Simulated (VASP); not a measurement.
A run of VASP 6.6.1 is set up as follows.

INCAR

```
SYSTEM = P
PREC = Accurate ; ENCUT = 600
EDIFF = 1E-6 ; ISMEAR = 0
SIGMA = 0.1 ; LREAL = .False.
LASPH = .True. ; NELM = 100
ALGO = Normal ; ISIF = 3
LWAVE = .False. ; LCHARG = .False.
GGA = PS ; IVDW = 12
IBRION = 2 ; NSW = 70
EDIFFG = -0.008 ; PSTRESS = 400.0
```

The input KPOINTS:

```
Automatic mesh
0
Gamma
  18 18 18
  0 0 0
```

The input POSCAR:

```
P
1.0
    2.2423625347      0.0000000000      0.0000000000
    0.0000000000      2.2423625347      0.0000000000
    0.0000000000      0.0000000000      2.2423625347
P
1
Direct
    0.0000000000      0.0000000000      0.0000000000
```

Potentials or basis: VASP PAW PBE potentials, release 64 (P).

The run is started by

```sh
$ cat potpaw_PBE.64/P/POTCAR > POTCAR
$ mpirun -np 1 vasp_std > vasp.out
```

Predict the relaxed cell.

a = 2.242 Å, b = 2.242 Å, c = 2.242 Å, α = 90.00°, β = 90.00°, γ = 90.00°.

Estimate the dispersion energy per atom.

-0.506 eV.

Estimate the band gap on the k mesh.

zero (an odd number of electrons rules out a gap without spin polarisation).

What does it give for the space group after relaxing (to 0.1 Å)?

Pm-3m (No. 221).

Final structure:
```xyz
1
Lattice="2.2420 0.0000 0.0000 0.0000 2.2420 0.0000 0.0000 0.0000 2.2420" Properties=species:S:1:pos:R:3 pbc="T T T"
P     0.0000    0.0000    0.0000
```

Caveat: the cell is relaxed towards a set pressure, so the run minimises the enthalpy, not the energy.
